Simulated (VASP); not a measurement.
Here is a VASP 6.6.1 calculation.

The input INCAR:

```
PREC = Accurate
ENCUT = 520
EDIFF = 1E-6
ISMEAR = 0
SIGMA = 0.15
LREAL = F
LASPH = T
NELM = 60
ALGO = Fast
ISIF = 2
LWAVE = F
LCHARG = F
GGA = PS
NBANDS = 19
```

File KPOINTS:

```
Automatic mesh
0
Gamma
  18 18 8
```

File POSCAR:

```
Cd
1.0
    2.8299288827      0.0000000000      0.0000000000
   -1.4149644413      2.4507903033      0.0000000000
    0.0000000000      0.0000000000      5.6176500000
Cd
2
Direct
    0.3333333333      0.6666666667      0.2500000000
    0.6666666667      0.3333333333      0.7500000000
```

Potentials or basis: VASP PAW PBE potentials, release 64 (Cd).

Run with:

```bash
$ cat potpaw_PBE.64/Cd/POTCAR > POTCAR
$ mpirun -np 1 vasp_std > vasp.out
```

(1) What does it give for the pressure?

(2) What does it give for the band gap on the k mesh?

## Answers

(1) 8.1 GPa.

(2) zero (bands 12 and 13 overlap by 5.32 eV).

Caveat: the cell differs from its parent crystal (strain -0.050 along x and y, +0.000 along z); the stress differs along the axes, from 3 to 11 GPa; the PAW data sets were made with another functional, which shifts forces and pressure a little.
